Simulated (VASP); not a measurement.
# Cd2TeSe5 (Pmm2) in VASP: single point with PBE

Aim: the single point of Cd2TeSe5 with PBE.

Program: VASP 6.6.1. These are calculated values, not measurements. Logs are shortened: lines on timing, memory, paths and dates and some standing lists are left out, and cuts for length are marked.

**1. The cell of the first run**

Symmetry: Pmm2, No. 25, orthorhombic system. The conventional cell has a = 4.205 Å, b = 4.738 Å, c = 14.939 Å, α = 90.00°, β = 90.00°, γ = 90.00°. Cd (site symmetry mm2) has 4 Se at 2.70 to 2.78 Å and 4 Cd at 3.18 Å within 3.6 Å. Within 3.6 Å of Cd (site symmetry mm2) lie 4 Se at 2.71 to 2.77 Å and 4 Cd at 3.18 Å. Te (site symmetry mm2) has 2 Se at 2.55 Å within 3.4 Å. Se (site symmetry mm2) has 4 Cd at 2.71 to 2.78 Å within 3.6 Å. Within 3.6 Å of Se (site symmetry mm2) lie 4 Cd at 2.70 to 2.77 Å. Within 3.4 Å of Se (site symmetry mm2) lie 2 Te at 2.55 Å. Within 3.2 Å of Se (site symmetry mm2) lie 2 Se at 2.44 Å. Within 3.2 Å of Se (site symmetry mm2) lie 2 Se at 2.44 Å.

**2. Single point, PBE**

Contents of INCAR:

```
SYSTEM = Cd2TeSe5
ALGO     = Normal         ! electronic algorithm
EDIFF    = 1E-6           ! SCF threshold, eV
ENCUT    = 500            ! plane-wave cutoff, eV
GGA      = PE             ! functional
GGA_COMPAT= .FALSE.      
ISIF     = 2              ! what is computed and relaxed
ISMEAR   = 0              ! smearing method
LASPH    = .TRUE.         ! aspherical terms in the spheres
LCHARG   = .FALSE.        ! write CHGCAR
LREAL    = .FALSE.        ! projectors in reciprocal space
LWAVE    = .FALSE.        ! write WAVECAR
NBANDS   = 40             ! bands
NELM     = 120            ! most SCF steps
PREC     = Accurate       ! precision mode
SIGMA    = 0.15           ! smearing width, eV
```

Contents of KPOINTS:

```
k-points
0
G
  3 3 1
  0 0 0
```

Contents of POSCAR:

```
Cd2TeSe5
1.0
    4.2054710581      0.0000000000      0.0000000000
    0.0000000000      4.7381368216      0.0000000000
    0.0000000000      0.0000000000     14.9392628397
Cd Te Se
2 1 5
Direct
    0.0000000000      0.0000000000      0.0181722673
    0.5000000000      0.5000000000      0.0004196238
    0.0000000000      0.0000000000      0.3487886930
    0.0000000000      0.5000000000      0.1152516605
    0.5000000000      0.0000000000      0.9043333321
    0.5000000000      0.0000000000      0.4447790194
    0.5000000000      0.5000000000      0.6423839357
    0.0000000000      0.5000000000      0.7258714681
```

Potentials or basis: VASP PAW PBE potentials, release 64 (Cd, Te, Se).

Started as:

```
> cat potpaw_PBE.64/Cd/POTCAR potpaw_PBE.64/Te/POTCAR potpaw_PBE.64/Se/POTCAR > POTCAR
> mpirun -np 1 vasp_std > vasp.out
```

OUTCAR:

```text
SYSTEM = Cd2TeSe5
   EDIFF = 1E-6
   ENCUT = 500
   GGA = PE
   ISIF = 2
   ISMEAR = 0
   LASPH = .TRUE.
   LREAL = .FALSE.
   NELM = 120
   PREC = Accurate

 ion  position               nearest neighbor table
   1  0.000  0.000  0.018-   5 2.70   5 2.70   4 2.78   4 2.78   2 3.18   2 3.18   2 3.18   2 3.18

   2  0.500  0.500  0.000-   4 2.71   4 2.71   5 2.77   5 2.77   1 3.18   1 3.18   1 3.18   1 3.18

   3  0.000  0.000  0.349-   6 2.55   6 2.55
   4  0.000  0.500  0.115-   2 2.71   2 2.71   1 2.78   1 2.78
   5  0.500  0.000  0.904-   1 2.70   1 2.70   2 2.77   2 2.77
   6  0.500  0.000  0.445-   3 2.55   3 2.55
   7  0.500  0.500  0.642-   8 2.44   8 2.44
   8  0.000  0.500  0.726-   7 2.44   7 2.44

  LATTYP: Found a simple orthorhombic cell.
 ALAT       =     4.2054710581
 B/A-ratio  =     1.1266601901
 C/A-ratio  =     3.5523399480

  Lattice vectors:

 A1 = (   4.2054710581,   0.0000000000,   0.0000000000)
 A2 = (   0.0000000000,   4.7381368216,   0.0000000000)
 A3 = (   0.0000000000,   0.0000000000,  14.9392628397)

Analysis of symmetry for initial positions (statically):
=====================================================================
 Subroutine PRICEL returns:
 Original cell was already a primitive cell.

 Routine SETGRP: Setting up the symmetry group for a
 simple orthorhombic supercell.

 Subroutine GETGRP returns: Found  4 space group operations
 (whereof  4 operations were pure point group operations)
 out of a pool of  8 trial point group operations.

The static configuration has the point symmetry C_2v.

Analysis of symmetry for dynamics (positions and initial velocities):
=====================================================================
 Subroutine PRICEL returns:
 Original cell was already a primitive cell.

 Routine SETGRP: Setting up the symmetry group for a
 simple orthorhombic supercell.

 Subroutine GETGRP returns: Found  4 space group operations
 (whereof  4 operations were pure point group operations)
 out of a pool of  8 trial point group operations.

The dynamic configuration has the point symmetry C_2v.

 Subroutine INISYM returns: Found  4 space group operations
 (whereof  4 operations are pure point group operations),
 and found     1 'primitive' translations

[... 89 lines left out ...]
   IBRION =     -1    ionic relax: 0-MD 1-quasi-New 2-CG
   NFREE  =      0    steps in history (QN), initial steepest desc. (CG)
   ISIF   =      2    stress and relaxation
   ISYM   =      2    0-nonsym 1-usesym 2-fastsym
   POTIM  = 0.5000    time-step for ionic-motion
   TEBEG  =    0.0;   TEEND  =   0.0 temperature during run
   PSTRESS=    0.0 pullay stress
   NELECT =      60.0000    total number of electrons
   NUPDOWN=      -1.0000    fix difference up-down
   EMIN   =  10.00;   EMAX   =-10.00  energy-range for DOS
   EFERMI =   0.00;   METHOD = LEGACY
   ISMEAR =     0;   SIGMA  =   0.15  broadening in eV -4-tet -1-fermi 0-gaus
   EFERMI_NEDOS =   21; number of points for ismear=-14 and -15
   IALGO  =     38    algorithm
   IMIX   =      4    mixing-type and parameters
     AMIX     =   0.40;   BMIX     =  1.00
     AMIX_MAG =   1.60;   BMIX_MAG =  1.00
  volume/ion in A,a.u.               =      37.21       251.11
  Fermi-wavevector in a.u.,A,eV,Ry     =   0.959860  1.813873 12.535485  0.921332
  Thomas-Fermi vector in A             =   2.089094
   LORBIT       =      0    0 simple, 1 ext, 2 COOP (PROOUT), +10 PAW based schemes
   GGA     = PE    functional components
   LHFCALC =     F    Hartree Fock is set to
   AEXX    =    0.0000 exact exchange contribution
   IVDW    =     0    specifies the selected vdW correction
   LEPSILON=     F    determine dielectric tensor
   LRPA    =     F    only Hartree local field effects (RPA)
 non-spin polarized calculation
 Gauss-broadening in eV      SIGMA  =   0.15
  energy-cutoff  :      500.00
  volume of cell :      297.68
 maximum number of plane-waves:      7621
 NGX is ok and might be reduce to    32
   NGX = 15   NGY = 17   NGZ = 55

 number of electron      60.0000012 magnetization

 Free energy of the ion-electron system (eV)
  ---------------------------------------------------
  ext. energy  EPLUGINS =         0.00000000
  ---------------------------------------------------
  free energy    TOTEN  =       -23.05549556 eV

  energy without entropy =      -23.04745240  energy(sigma->0) =      -23.05147398

 E-fermi :   1.0199     XC(G=0):  -7.5392

 val. band max:        0.8318744536   @ k =   0.3333   0.0000   0.0000
 cond. band min:       1.2131906925   @ k =   0.0000   0.3333   0.0000
 fundamental gap:      0.3813162389
 Fermi energy:         1.0199441963

 k-point     1 :       0.0000    0.0000    0.0000
  band No.  band energies     occupation
      1     -14.0396      2.00000
      2     -13.2924      2.00000
      3     -12.2622      2.00000
      4     -11.9480      2.00000
      5      -9.4986      2.00000
      6      -8.3977      2.00000
[... 161 lines left out ...]
     39       6.2455      0.00000
     40       6.5897      0.00000

------------------------ aborting loop because EDIFF is reached ----------------------------------------

  FORCE on cell =-STRESS in cart. coord.  units (eV):
  Direction    XX          YY          ZZ          XY          YZ          ZX
  --------------------------------------------------------------------------------------
  -------------------------------------------------------------------------------------
  Total        0.4005975      0.1917824      0.2492885      0.0000000      0.0000000      0.0000000
  in kB        2.1560928      1.0322098      1.3417187      0.0000000      0.0000000      0.0000000
  external PRESSURE =       1.5100071 kB  Pullay stress =       0.0000000 kB

 VOLUME and BASIS-vectors are now :
 -----------------------------------------------------------------------------
  energy-cutoff  :      500.00
  volume of cell :      297.68
      direct lattice vectors                 reciprocal lattice vectors
     4.205471058  0.000000000  0.000000000     0.237785491  0.000000000  0.000000000
     0.000000000  4.738136822  0.000000000     0.000000000  0.211053424  0.000000000
     0.000000000  0.000000000 14.939262840     0.000000000  0.000000000  0.066937707

 POSITION                                       TOTAL-FORCE (eV/Angst)
 -----------------------------------------------------------------------------------
      0.00000      0.00000      0.27148         0.000000      0.000000      0.014478
      2.10274      2.36907      0.00627         0.000000      0.000000     -0.006090
      0.00000      0.00000      5.21065         0.000000      0.000000      0.018046
      0.00000      2.36907      1.72177         0.000000      0.000000      0.056887
      2.10274      0.00000     13.51007         0.000000      0.000000     -0.070778
      2.10274      0.00000      6.64467         0.000000      0.000000     -0.011824
      2.10274      2.36907      9.59674         0.000000      0.000000      0.025097
      0.00000      2.36907     10.84398         0.000000      0.000000     -0.025816
 -----------------------------------------------------------------------------------
    total drift:                                0.000000     -0.000000      0.000154

  FREE ENERGIE OF THE ION-ELECTRON SYSTEM (eV)
  ---------------------------------------------------
  free  energy   TOTEN  =       -23.0554955605 eV

  energy  without entropy=      -23.0474524000  energy(sigma->0) =      -23.05147398
```

stdout:

```text
POSCAR found type information on POSCAR CdTeSe
 POSCAR found :  3 types and       8 ions
 scaLAPACK will be used
 LDA part: xc-table for (Slater+PW92), standard interpolation
 POSCAR, INCAR and KPOINTS ok, starting setup
 FFT: planning ... GRIDC
 FFT: planning ... GRID_SOFT
 FFT: planning ... GRID
 WAVECAR not read
 entering main loop
```

It took 44 s on 1 thread of Intel Xeon Platinum 8488C (Sapphire Rapids), shared host; peak memory 0.36 GiB.

What came out:

| Property | Result |
| --- | --- |
| Free energy | -23.0555 eV |
| Pressure | 0.2 GPa |
| Largest force | 0.071 eV/Å |
| Band gap on the k mesh | 0.38 eV (least direct gap 1.02 eV) |

Forces on the atoms (eV/Å):
```
Cd   0.000  0.000  0.014
Cd   0.000  0.000 -0.006
Te   0.000  0.000  0.018
Se   0.000  0.000  0.057
Se   0.000  0.000 -0.071
Se   0.000  0.000 -0.012
Se   0.000  0.000  0.025
Se   0.000  0.000 -0.026
```

Levels at points of the mesh, in eV from the valence-band top:
```csv
k point,band 27,band 28,band 29,band 30,band 31,band 32,band 33,band 34
"(0.00, 0.00, 0.00)",-1.31,-0.99,-0.82,-0.69,0.50,0.90,1.03,1.18
```

Caveat: the k points lie up to 0.50 Å⁻¹ apart; spin-orbit coupling is left out, which moves the levels of the heavy elements; an odd mesh through Γ misses points on the zone boundary, where band edges can lie.
